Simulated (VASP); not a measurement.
**WS2: single point with PBE+D3(BJ)**

The system is WS2.

```
W S
1.0
     3.15410    0.00000    0.00000
    -1.57705    2.73153    0.00000
     0.00000    0.00000   24.29179
W S
4 8
Direct
  0.66667 0.33333 0.37498
  0.66667 0.33333 0.87500
  0.33333 0.66667 0.12500
  0.33333 0.66667 0.62502
  0.66667 0.33333 0.06018
  0.66667 0.33333 0.56019
  0.33333 0.66667 0.31016
  0.33333 0.66667 0.81018
  0.66667 0.33333 0.18982
  0.66667 0.33333 0.68984
  0.33333 0.66667 0.43981
  0.33333 0.66667 0.93982
```

```
Program             : VASP 6.6.1
Task                : single point
Functional          : PBE
Dispersion          : D3(BJ)
Potentials or basis : VASP PAW PBE potentials, release 64 (W_sv, S)
Cutoff              : 520 eV
k mesh              : 12 × 12 × 1
Occupations         : gaussian, width 0.02 eV
Spin                : no spin polarisation
```

* Pressure: 0.0 GPa
* Largest force: 0.004 eV/Å
* Band gap on the k mesh: 0.91 eV
* Dispersion energy per atom: -0.435 eV

Forces on the atoms (eV/Å):
```
W    0.000  0.000  0.000
W    0.000  0.000  0.000
W    0.000  0.000  0.000
W    0.000  0.000  0.000
S    0.000  0.000 -0.004
S    0.000  0.000 -0.004
S    0.000  0.000 -0.004
S    0.000  0.000 -0.004
S    0.000  0.000  0.004
S    0.000  0.000  0.004
S    0.000  0.000  0.004
S    0.000  0.000  0.004
```

Levels at points of the mesh, in eV from the valence-band top:
```tsv
k point	band 48	band 49	band 50	band 51	band 52	band 53	band 54	band 55	band 56	band 57
(0.00, 0.00, 0.00)	-1.42	-1.28	-0.31	-0.31	0.00	2.25	2.25	2.25	2.25	2.26
(0.50, 0.00, 0.00)	-1.78	-1.78	-1.65	-1.65	-1.56	2.29	2.31	2.31	2.34	2.55
```

Wall time 2.4 min on 1 thread of Intel(R) Xeon(R) 6975P-C (Granite Rapids), on a shared host, peak memory 0.42 GiB.

Caveat: spin-orbit coupling is left out, which moves the levels of the heavy elements. A hybrid or GW would open this gap; PBE tends to underestimate it.
